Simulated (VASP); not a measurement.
CoO, 2 atoms in the cell. It takes space group R-3m (No. 166, trigonal). The conventional cell has a = 3.011 Å, b = 3.011 Å, c = 7.320 Å, α = 90.00°, β = 90.00°, γ = 120.00°. Co (site symmetry -3m) has 6 O at 2.12 Å within 2.8 Å. O (site symmetry -3m) has 6 Co at 2.12 Å within 2.8 Å. 

| Item | Value |
| --- | --- |
| Program | VASP 6.6.1 |
| Task | single point |
| Functional | PBEsol |
| Potentials or basis | VASP PAW PBE potentials, release 64 (Co, O) |
| Cutoff | 520 eV |
| k mesh | 9 × 9 × 9 |
| Occupations | gaussian, width 0.4 eV |
| Spin | collinear spin, ferromagnetic start |
| Starting moments | [2.75, 0.38] μB |
| Dipole correction | no |
| Further INCAR settings | ALGO = Normal; EDIFF = 1e-07; NBANDS = 18 |

Potentials or basis: VASP PAW PBE potentials, release 64 (Co, O).

Command:

```bash
$ cat potpaw_PBE.64/Co/POTCAR potpaw_PBE.64/O/POTCAR > POTCAR
$ mpirun -np 1 vasp_std > vasp.out
```

Hardware: 1 thread of Intel(R) Xeon(R) Platinum 8488C (Sapphire Rapids), on a shared host.

Problem. How long does it take, and how much memory?

Solution. It took 43 s on 1 thread of Intel(R) Xeon(R) Platinum 8488C (Sapphire Rapids) (shared host), peak memory 0.18 GiB. Counts: scf iterations 17, k points 85.
